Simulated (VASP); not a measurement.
# NiO2 (P-3m1) in VASP: a series of runs

NiO2 is run at these levels: LDA; tasks: single point, relaxation of cell and atoms.

Program: VASP 6.6.1. These are calculated values, not measurements. Logs are shortened: lines on timing, memory, paths and dates and some standing lists are left out, and cuts for length are marked.

## (1) The cell of the first run

The structure is trigonal, space group P-3m1 (No. 164). The conventional cell has a = 2.763 Å, b = 2.763 Å, c = 4.206 Å, α = 90.00°, β = 90.00°, γ = 120.00°. Within 2.4 Å of Ni (site symmetry -3m) lie 6 O at 1.84 Å. Within 2.4 Å of O (site symmetry 3m) lie 3 Ni at 1.84 Å.

## (2) Single point, LDA

Input file INCAR:

```
SYSTEM = NiO2
PREC = Accurate ; ENCUT = 520
EDIFF = 1E-7 ; ISMEAR = 0
SIGMA = 0.02 ; LREAL = .False.
LASPH = .True. ; NELM = 80
ALGO = Normal ; ISIF = 2
LWAVE = .False. ; LCHARG = .False.
GGA = CA ; NBANDS = 18
```

Input file KPOINTS:

```
regular mesh
0
Gamma
  12 12 6
  0 0 0
```

Input file POSCAR:

```
NiO2
1.0
    2.7630859896      0.0000000000      0.0000000000
   -1.3815429948      2.3929026598      0.0000000000
    0.0000000000      0.0000000000      4.2062509199
Ni O
1 2
Direct
    0.0000000000      0.0000000000      0.5000000000
    0.6666666667      0.3333333333      0.7185942227
    0.3333333333      0.6666666667      0.2814057773
```

Potentials or basis: VASP PAW LDA potentials, release 64 (Ni, O).

Started as:

```
cat potpaw_LDA.64/Ni/POTCAR potpaw_LDA.64/O/POTCAR > POTCAR
mpirun -np 1 vasp_std > vasp.out
```

OUTCAR:

```text
SYSTEM = NiO2
   PREC = Accurate
   ENCUT = 520
   EDIFF = 1E-7
   ISMEAR = 0
   LREAL = .False.
   LASPH = .True.
   NELM = 80
   ISIF = 2
   GGA = CA

 ion  position               nearest neighbor table
   1  0.000  0.000  0.500-   2 1.84   3 1.84   3 1.84   2 1.84   2 1.84   3 1.84
   2  0.667  0.333  0.719-   1 1.84   1 1.84   1 1.84
   3  0.333  0.667  0.281-   1 1.84   1 1.84   1 1.84

  LATTYP: Found a hexagonal cell.
 ALAT       =     2.7630859896
 C/A-ratio  =     1.5223018523

  Lattice vectors:

 A1 = (   2.7630859896,   0.0000000000,   0.0000000000)
 A2 = (  -1.3815429948,   2.3929026598,   0.0000000000)
 A3 = (   0.0000000000,   0.0000000000,   4.2062509199)

Analysis of symmetry for initial positions (statically):
=====================================================================
 Subroutine PRICEL returns:
 Original cell was already a primitive cell.

 Routine SETGRP: Setting up the symmetry group for a
 hexagonal supercell.

 Subroutine GETGRP returns: Found 12 space group operations
 (whereof 12 operations were pure point group operations)
 out of a pool of 24 trial point group operations.

The static configuration has the point symmetry D_3d.

Analysis of symmetry for dynamics (positions and initial velocities):
=====================================================================
 Subroutine PRICEL returns:
 Original cell was already a primitive cell.

 Routine SETGRP: Setting up the symmetry group for a
 hexagonal supercell.

 Subroutine GETGRP returns: Found 12 space group operations
 (whereof 12 operations were pure point group operations)
 out of a pool of 24 trial point group operations.

The dynamic configuration has the point symmetry D_3d.

 Subroutine INISYM returns: Found 12 space group operations
 (whereof 12 operations are pure point group operations),
 and found     1 'primitive' translations

----------------------------------------------------------------------------------------

                                     Primitive cell

  volume of cell :      27.8109

  direct lattice vectors                    reciprocal lattice vectors
     2.763085990  0.000000000  0.000000000     0.361914180  0.208951249  0.000000000
    -1.381542995  2.392902660  0.000000000     0.000000000  0.417902498  0.000000000
     0.000000000  0.000000000  4.206250920     0.000000000  0.000000000  0.237741404

  length of vectors
     2.763085990  2.763085990  4.206250920     0.417902498  0.417902498  0.237741404

  position of ions in fractional coordinates (direct lattice)
     0.000000000  0.000000000  0.500000000
     0.666666667  0.333333333  0.718594223
     0.333333333  0.666666667  0.281405777

  ion indices of the primitive-cell ions
   primitive index   ion index
                 1           1
                 2           2
                 3           3

----------------------------------------------------------------------------------------

 KPOINTS: regular mesh

Automatic generation of k-mesh.
 Grid dimensions read from file:
 generate k-points for:   12   12    6

 Generating k-lattice:

  Cartesian coordinates                     Fractional coordinates (reciprocal lattice)
     0.030159515  0.017412604  0.000000000     0.083333333  0.000000000  0.000000000
     0.000000000  0.034825208  0.000000000     0.000000000  0.083333333  0.000000000
     0.000000000  0.000000000  0.039623567     0.000000000  0.000000000  0.166666667

  Length of vectors
     0.034825208  0.034825208  0.039623567

  Shift w.r.t. Gamma in fractional coordinates (k-lattice)
     0.000000000  0.000000000  0.000000000

 Subroutine IBZKPT returns following result:
 ===========================================

 Found    100 irreducible k-points:

 Following reciprocal coordinates:
            Coordinates               Weight
  0.000000  0.000000  0.000000      1.000000
  0.083333  0.000000  0.000000      6.000000
  0.166667  0.000000  0.000000      6.000000
  0.250000  0.000000  0.000000      6.000000
  0.333333  0.000000  0.000000      6.000000
  0.416667  0.000000  0.000000      6.000000
[... 16 lines left out ...]
  0.166667  0.000000  0.166667      6.000000
  0.000000  0.166667  0.166667      6.000000
 [... further k-points ...]
   k-points           NKPTS =    100   k-points in BZ     NKDIM =    100   number of bands    NBANDS=     18
   number of dos      NEDOS =    301   number of ions     NIONS =      3
   total plane-waves  NPLWV =  18432
   dimension x,y,z NGX =    24 NGY =   24 NGZ =   32
   dimension x,y,z NGXF=    48 NGYF=   48 NGZF=   64
   ions per type =               1   2
   NGX,Y,Z   is equivalent  to a cutoff of  14.44, 14.44, 12.65 a.u.
   NGXF,Y,Z  is equivalent  to a cutoff of  28.88, 28.88, 25.30 a.u.
 SYSTEM =  NiO2
   PREC   = accura    normal or accurate (medium, high low for compatibility)
   ISTART =      0    job   : 0-new  1-cont  2-samecut
   ICHARG =      2    charge: 1-file 2-atom 10-const
   ISPIN  =      1    spin polarized calculation?
   LNONCOLLINEAR =      F non collinear calculations
   LSORBIT =      F    spin-orbit coupling
   LASPH  =      T    aspherical Exc in radial PAW
   ENCUT  =  520.0 eV  38.22 Ry    6.18 a.u.   5.14  5.14  7.82*2*pi/ulx,y,z
   NELM   =     80;   NELMIN=  2; NELMDL= -5     # of ELM steps
   EDIFF  = 0.1E-06   stopping-criterion for ELM
   LREAL  =      F    real-space projection
   EDIFFG = 0.1E-05   stopping-criterion for IOM
   NSW    =      0    number of steps for IOM
   IBRION =     -1    ionic relax: 0-MD 1-quasi-New 2-CG
   NFREE  =      0    steps in history (QN), initial steepest desc. (CG)
   ISIF   =      2    stress and relaxation
   ISYM   =      2    0-nonsym 1-usesym 2-fastsym
   POTIM  = 0.5000    time-step for ionic-motion
   TEBEG  =    0.0;   TEEND  =   0.0 temperature during run
   PSTRESS=    0.0 pullay stress
   NELECT =      22.0000    total number of electrons
   NUPDOWN=      -1.0000    fix difference up-down
   EMIN   =  10.00;   EMAX   =-10.00  energy-range for DOS
   EFERMI =   0.00;   METHOD = LEGACY
   ISMEAR =     0;   SIGMA  =   0.02  broadening in eV -4-tet -1-fermi 0-gaus
   EFERMI_NEDOS =   21; number of points for ismear=-14 and -15
   IALGO  =     38    algorithm
   IMIX   =      4    mixing-type and parameters
     AMIX     =   0.40;   BMIX     =  1.00
     AMIX_MAG =   1.60;   BMIX_MAG =  1.00
  volume/ion in A,a.u.               =       9.27        62.56
  Fermi-wavevector in a.u.,A,eV,Ry     =   1.514064  2.861166 31.189850  2.292389
  Thomas-Fermi vector in A             =   2.623771
   LORBIT       =      0    0 simple, 1 ext, 2 COOP (PROOUT), +10 PAW based schemes
   GGA     = CA    functional components
   LHFCALC =     F    Hartree Fock is set to
   AEXX    =    0.0000 exact exchange contribution
   IVDW    =     0    specifies the selected vdW correction
   LEPSILON=     F    determine dielectric tensor
   LRPA    =     F    only Hartree local field effects (RPA)
 non-spin polarized calculation
 Gauss-broadening in eV      SIGMA  =   0.02
  energy-cutoff  :      520.00
  volume of cell :       27.81
 maximum number of plane-waves:       760
 NGX is ok and might be reduce to    24
   NGX = 11   NGY = 11   NGZ = 15

 number of electron      21.9999992 magnetization

 Free energy of the ion-electron system (eV)
  ---------------------------------------------------
  ext. energy  EPLUGINS =         0.00000000
  ---------------------------------------------------
  free energy    TOTEN  =       -20.16130074 eV

  energy without entropy =      -20.16130074  energy(sigma->0) =      -20.16130074

 E-fermi :   4.1688     XC(G=0): -12.2027

 val. band max:        3.9926781079   @ k =   0.0833   0.0833   0.5000
 cond. band min:       4.7346143835   @ k =   0.2500   0.0000   0.3333
 fundamental gap:      0.7419362756
 Fermi energy:         4.1687938779

 k-point     1 :       0.0000    0.0000    0.0000
  band No.  band energies     occupation
      1     -16.0873      2.00000
      2     -13.0522      2.00000
      3      -2.5465      2.00000
      4      -2.1472      2.00000
      5      -2.1472      2.00000
      6       1.5508      2.00000
[... 10 lines left out ...]
     17      23.7092      0.00000
     18      23.7092      0.00000

 k-point     2 :       0.0833    0.0000    0.0000
  band No.  band energies     occupation
      1     -15.9852      2.00000
      2     -13.0695      2.00000
      3      -2.4303      2.00000
      4      -2.1568      2.00000
      5      -2.0854      2.00000
      6       1.2453      2.00000
[... 10 lines left out ...]
     17      22.8253      0.00000
     18      23.9544      0.00000

 k-point     3 :       0.1667    0.0000    0.0000
  band No.  band energies     occupation
      1     -15.6922      2.00000
      2     -13.1209      2.00000
      3      -2.1927      2.00000
      4      -2.0624      2.00000
      5      -1.9139      2.00000
      6       0.4043      2.00000
[... 10 lines left out ...]
     17      21.2756      0.00000
     18      24.5857      0.00000

 k-point     4 :       0.2500    0.0000    0.0000
  band No.  band energies     occupation
      1     -15.2507      2.00000
      2     -13.2081      2.00000
      3      -2.1739      2.00000
      4      -1.6798      2.00000
      5      -1.5521      2.00000
      6      -0.6077      2.00000
[... 375 lines left out ...]
      4      -2.0717      2.00000
      5      -2.0370      2.00000
      6       1.2414      2.00000
[... 10 lines left out ...]
     17      22.9150      0.00000
     18      23.9121      0.00000

 k-point    23 :       0.1667    0.0000    0.1667
  band No.  band energies     occupation
      1     -15.6389      2.00000
      2     -13.2089      2.00000
      3      -2.3993      2.00000
      4      -1.9262      2.00000
      5      -1.6760      2.00000
      6       0.3624      2.00000
[... 10 lines left out ...]
     17      21.3518      0.00000
     18      24.6489      0.00000

 k-point    24 :       0.0000    0.1667    0.1667
  band No.  band energies     occupation
      1     -15.6353      2.00000
      2     -13.2170      2.00000
      3      -2.3283      2.00000
      4      -1.8930      2.00000
      5      -1.7487      2.00000
      6       0.4196      2.00000
[... 10 lines left out ...]
     17      21.4540      0.00000
     18      24.4740      0.00000

 [... further k-points ...]

------------------------ aborting loop because EDIFF is reached ----------------------------------------

  FORCE on cell =-STRESS in cart. coord.  units (eV):
  Direction    XX          YY          ZZ          XY          YZ          ZX
  --------------------------------------------------------------------------------------
  -------------------------------------------------------------------------------------
  Total        0.2448489      0.2448489      0.0987803      0.0000000      0.0000000     -0.0000000
  in kB       14.1056855     14.1056855      5.6907055      0.0000000      0.0000000     -0.0000000
  external PRESSURE =      11.3006922 kB  Pullay stress =       0.0000000 kB

 VOLUME and BASIS-vectors are now :
 -----------------------------------------------------------------------------
  energy-cutoff  :      520.00
  volume of cell :       27.81
      direct lattice vectors                 reciprocal lattice vectors
     2.763085990  0.000000000  0.000000000     0.361914180  0.208951249  0.000000000
    -1.381542995  2.392902660  0.000000000     0.000000000  0.417902498  0.000000000
     0.000000000  0.000000000  4.206250920     0.000000000  0.000000000  0.237741404

 POSITION                                       TOTAL-FORCE (eV/Angst)
 -----------------------------------------------------------------------------------
      0.00000      0.00000      2.10313        -0.000000      0.000000      0.000000
      1.38154      0.79763      3.02259        -0.000000     -0.000000      0.093037
     -0.00000      1.59527      1.18366         0.000000     -0.000000     -0.093037
 -----------------------------------------------------------------------------------
    total drift:                               -0.000000      0.000000     -0.000000

  FREE ENERGIE OF THE ION-ELECTRON SYSTEM (eV)
  ---------------------------------------------------
  free  energy   TOTEN  =       -20.1613007407 eV

  energy  without entropy=      -20.1613007407  energy(sigma->0) =      -20.16130074
```

It took 18 s on 1 thread of Intel Xeon 6975P-C (Granite Rapids), shared host; peak memory 0.16 GiB.

What came out:

```
Free energy            : -20.1613 eV
Pressure               : 1.1 GPa
Largest force          : 0.093 eV/Å
Band gap on the k mesh : 0.74 eV, indirect (least direct gap 0.99 eV)
```

Forces on the atoms (eV/Å):
```
Ni   0.000  0.000  0.000
O    0.000  0.000  0.093
O    0.000  0.000 -0.093
```

Stress tensor (GPa, compression positive):
```
1.41 0.00 0.00
0.00 1.41 0.00
0.00 0.00 0.57
```

A k mesh can miss the band edges. Spin polarisation is off, so any magnetic state and its effect on volume and gap are missing.

## (3) Relaxation of cell and atoms, LDA

This run uses another cell than the first one, of 10.13 Å³/atom, 1.093 times its volume.

Input file INCAR:

```
SYSTEM = NiO2
ALGO = Normal
EDIFF = 1E-6
EDIFFG = -0.005
ENCUT = 600
GGA = CA
IBRION = 2
ISIF = 3
ISMEAR = 0
LASPH = .TRUE.
LCHARG = .FALSE.
LREAL = .FALSE.
LWAVE = .FALSE.
NELM = 80
NSW = 70
PREC = Accurate
SIGMA = 0.02
```

Input file KPOINTS:

```
k-points
0
G
  12 12 6
  0 0 0
```

Input file POSCAR:

```
NiO2
1.0
    2.8138742860      0.0000000000      0.0000000000
   -1.4069371430      2.4368866148      0.0000000000
    0.0000000000      0.0000000000      4.4320207690
Ni O
1 2
Direct
    0.0000000000      0.0000000000      0.5000000000
    0.6666666667      0.3333333333      0.7124635357
    0.3333333333      0.6666666667      0.2875364643
```

Potentials or basis: VASP PAW LDA potentials, release 64 (Ni, O).

Started as:

```
cat potpaw_LDA.64/Ni/POTCAR potpaw_LDA.64/O/POTCAR > POTCAR
mpirun -np 1 vasp_std > vasp.out
```

It took 2.6 min on 1 thread of Intel Xeon 6975P-C (Granite Rapids), shared host; peak memory 0.19 GiB.

It converged, with:

* Free energy: -20.1755 eV
* Relaxed volume: 9.16 Å³/atom
* Relaxed cell: a = 2.768 Å, b = 2.768 Å, c = 4.141 Å, α = 90.00°, β = 90.00°, γ = 120.00°
* Space group after relaxing (to 0.05 Å): P-3m1 (No. 164)
* Energy gained by relaxing: 24.6 meV/atom
* Ionic steps: 16
* Pressure after relaxing: -0.1 GPa
* Band gap on the k mesh: 0.70 eV, indirect (least direct gap 0.95 eV)

Step by step:
| step | energy change (eV) | largest force (eV/Å) | pressure (GPa) | volume (Å³) |
| --- | --- | --- | --- | --- |
| 1 | 0.0000 | 0.7375 | -11.71 | 30.39 |
| 2 | 0.0898 | 1.6606 | 21.82 | 27.25 |
| 3 | -0.0627 | 0.0960 | -0.64 | 29.09 |
| 4 | -0.0627 | 0.1145 | -0.42 | 29.07 |
| 5 | -0.0639 | 0.0797 | -0.25 | 28.95 |
| 6 | -0.0650 | 0.0363 | -0.12 | 28.81 |
| 7 | -0.0654 | 0.0493 | 0.04 | 28.53 |
| 8 | -0.0655 | 0.0186 | -0.14 | 28.63 |
| 9 | -0.0665 | 0.0158 | 0.06 | 28.54 |
| 10 | -0.0685 | 0.0046 | 0.09 | 28.34 |
| 11 | -0.0716 | 0.0180 | 0.41 | 27.93 |
| 12 | -0.0728 | 0.0653 | 1.43 | 27.12 |
| 13 | -0.0733 | 0.0510 | 0.95 | 27.44 |
| 14 | -0.0709 | 0.1833 | -2.71 | 27.58 |
| 15 | -0.0737 | 0.0144 | -0.02 | 27.48 |
| 16 | -0.0737 | 0.0015 | -0.05 | 27.48 |

Final structure:
```xyz
3
Lattice="2.7678 0.0000 0.0000 -1.3839 2.3970 0.0000 0.0000 0.0000 4.1413" Properties=species:S:1:pos:R:3 pbc="T T T"
Ni    0.0000    0.0000    2.0706
O     1.3839    0.7990    2.9912
O     0.0000    1.5980    1.1501
```

Levels at points of the mesh, in eV from the valence-band top:
```tsv
k point	band 7	band 8	band 9	band 10	band 11	band 12	band 13	band 14	band 15
(0.00, 0.00, 0.00)	-2.45	-1.32	-1.32	-0.61	-0.55	2.05	2.05	8.11	10.91
(0.50, 0.00, 0.00)	-3.29	-2.78	-2.03	-1.93	-1.20	1.37	2.10	12.69	13.21
(0.00, 0.00, 0.50)	-2.46	-2.46	-1.44	-1.44	-0.10	2.17	2.17	10.31	10.46
(0.50, 0.00, 0.50)	-3.03	-2.04	-1.97	-1.52	-1.36	1.43	1.87	11.49	13.23
```

A k mesh can miss the band edges. Spin polarisation is off, so any magnetic state and its effect on volume and gap are missing.

## (4) Single point, LDA

Input file INCAR:

```
SYSTEM = NiO2
PREC = Accurate ; ENCUT = 600
EDIFF = 1E-6 ; ISMEAR = 0
SIGMA = 0.02 ; LREAL = .False.
LASPH = .True. ; NELM = 120
ALGO = Normal ; ISIF = 2
LWAVE = .False. ; LCHARG = .False.
GGA = CA ; NBANDS = 22
GGA_COMPAT = .False.
```

Input file KPOINTS:

```
regular mesh
0
Gamma
  12 12 6
  0 0 0
```

Input file POSCAR:

```
NiO2
1.0
    2.7630859896      0.0000000000      0.0000000000
   -1.3815429948      2.3929026598      0.0000000000
    0.0000000000      0.0000000000      4.2062509199
Ni O
1 2
Direct
    0.0000000000      0.0000000000      0.5000000000
    0.6666666667      0.3333333333      0.7185942227
    0.3333333333      0.6666666667      0.2814057773
```

Potentials or basis: VASP PAW LDA potentials, release 64 (Ni_sv_GW, O).

Started as:

```
cat potpaw_LDA.64/Ni_sv_GW/POTCAR potpaw_LDA.64/O/POTCAR > POTCAR
mpirun -np 1 vasp_std > vasp.out
```

Run time: 48 s. Hardware: 1 thread of Intel Xeon Platinum 8488C (Sapphire Rapids), shared host; peak memory 0.21 GiB.

It converged, with:

```
Free energy            : -21.0850 eV
Pressure               : 0.0 GPa
Largest force          : 0.108 eV/Å
Band gap on the k mesh : 0.76 eV, indirect (least direct gap 1.01 eV)
```

Forces in eV/Å, atoms in the order of the input:
```
Ni   0.000  0.000  0.000
O    0.000  0.000  0.108
O    0.000  0.000 -0.108
```

Stress tensor (GPa, compression positive):
```
 0.39  0.00  0.00
 0.00  0.39  0.00
 0.00  0.00 -0.88
```

Levels at points of the mesh, in eV from the valence-band top:
| k point | band 11 | band 12 | band 13 | band 14 | band 15 | band 16 | band 17 | band 18 | band 19 | band 20 |
| --- | --- | --- | --- | --- | --- | --- | --- | --- | --- | --- |
| (0.00, 0.00, 0.00) | -2.44 | -1.37 | -1.37 | -0.68 | -0.57 | 2.11 | 2.11 | 8.02 | 10.89 | 16.60 |
| (0.50, 0.00, 0.00) | -3.31 | -2.75 | -2.01 | -1.91 | -1.18 | 1.43 | 2.14 | 12.60 | 13.21 | 14.40 |
| (0.00, 0.00, 0.50) | -2.45 | -2.45 | -1.47 | -1.47 | -0.09 | 2.22 | 2.22 | 10.21 | 10.37 | 15.40 |
| (0.50, 0.00, 0.50) | -3.10 | -2.01 | -1.95 | -1.61 | -1.33 | 1.47 | 1.94 | 11.44 | 13.14 | 15.18 |

A k mesh can miss the band edges. Spin polarisation is off, so any magnetic state and its effect on volume and gap are missing.

## (5) Overview

```tsv
task	potentials or basis	cell	cutoff (eV)	second run	gap on the mesh (eV)	pressure (GPa)	largest force (eV/Å)
single point	VASP PAW LDA potentials, release 64 (Ni, O)	a = 2.763, b = 2.763, c = 4.206 Å, angles 90.0, 90.0, 120.0°, 3 atoms	520	-	0.74	1.1	0.09
relaxation of cell and atoms	VASP PAW LDA potentials, release 64 (Ni, O)	relaxed from a = 2.814, b = 2.814, c = 4.432 Å, angles 90.0, 90.0, 120.0°, 3 atoms	600	-	0.70	-0.1	-
single point	VASP PAW LDA potentials, release 64 (Ni_sv_GW, O)	a = 2.763, b = 2.763, c = 4.206 Å, angles 90.0, 90.0, 120.0°, 3 atoms	600	valence_matched	0.76	0.0	0.11
```

Alike in all rows: level LDA; no spin polarisation; k mesh 12 × 12 × 6; smearing gaussian 0.02 eV.

Total energies depend on the potentials used, so only differences within one code and one set of settings carry meaning.
